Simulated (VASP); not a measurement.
Here is a VASP 6.6.1 calculation.

Contents of INCAR:

```
PREC = Accurate
ENCUT = 500
EDIFF = 1E-7
ISMEAR = 0
SIGMA = 0.2
LREAL = F
LASPH = T
NELM = 200
ALGO = Normal
ISIF = 3
LWAVE = F
LCHARG = F
GGA = PE
IBRION = 2
NSW = 36
EDIFFG = -0.08
GGA_COMPAT = F
NELMIN = 4
LMAXMIX = 6
```

The input KPOINTS:

```
Automatic mesh
0
Gamma
  3 3 3
```

The input POSCAR:

```
Ba4Er
1.0
    5.5664109900      0.0000000000      0.0000000000
    0.0000000000      5.5664109900      0.0000000000
    0.0000000000      0.0000000000      6.8474501400
Ba Er
4 1
Direct
    0.0000000000      0.5000000000      0.2131141900
    0.5000000000      0.0000000000      0.2131141900
    0.0000000000      0.5000000000      0.7868858100
    0.5000000000      0.0000000000      0.7868858100
    0.5000000000      0.5000000000      0.0000000000
```

Potentials or basis: VASP PAW PBE potentials, release 64 (Ba_sv, Er_3), 4f in core.

Run with:

```bash
$ cat potpaw_PBE.64/Ba_sv/POTCAR potpaw_PBE.64/Er_3/POTCAR > POTCAR
$ mpirun -np 1 vasp_std > vasp.out
```

Question: What does it give for the relaxed volume?

Answer: 66.10 Å³/atom.

Question: What does it give for the space group after relaxing (to 0.1 Å)?

Answer: P4/mmm (No. 123).

Question: What does it give for the band gap on the k mesh?

Answer: Zero (an odd number of electrons rules out a gap without spin polarisation).

Question: Predict the relaxed cell.

Answer: a = 6.218 Å, b = 6.218 Å, c = 8.549 Å, α = 90.00°, β = 90.00°, γ = 90.00°.

The path:
```csv
step,energy change (eV),largest force (eV/Å),pressure (GPa),volume (Å³)
1,0.0000,2.7661,8.88,212.17
2,-2.9959,0.4814,1.41,292.20
3,-3.1928,0.3075,0.69,313.85
4,-3.2598,0.0343,-0.45,360.10
5,-3.2832,0.1205,-0.10,343.51
6,-3.2824,0.1365,-0.03,340.49
7,-3.2859,0.1325,-0.01,338.93
8,-3.2942,0.1155,0.06,334.26
9,-3.2996,0.0730,0.20,325.05
10,-3.3038,0.0522,0.15,326.43
11,-3.3088,0.0113,0.00,330.52
```

Caveat: the k points lie up to 0.34 Å⁻¹ apart in the final cell, too coarse for converged energies and pressures of a metal; the volume moved by over 15 % at a fixed basis, so the end points are rough; spin-orbit coupling is left out, which moves the levels of the heavy elements; the 4f electrons are frozen in the core, so they carry no moment and show no levels. Spin polarisation is off, so any magnetic state and its effect on volume and gap are missing.
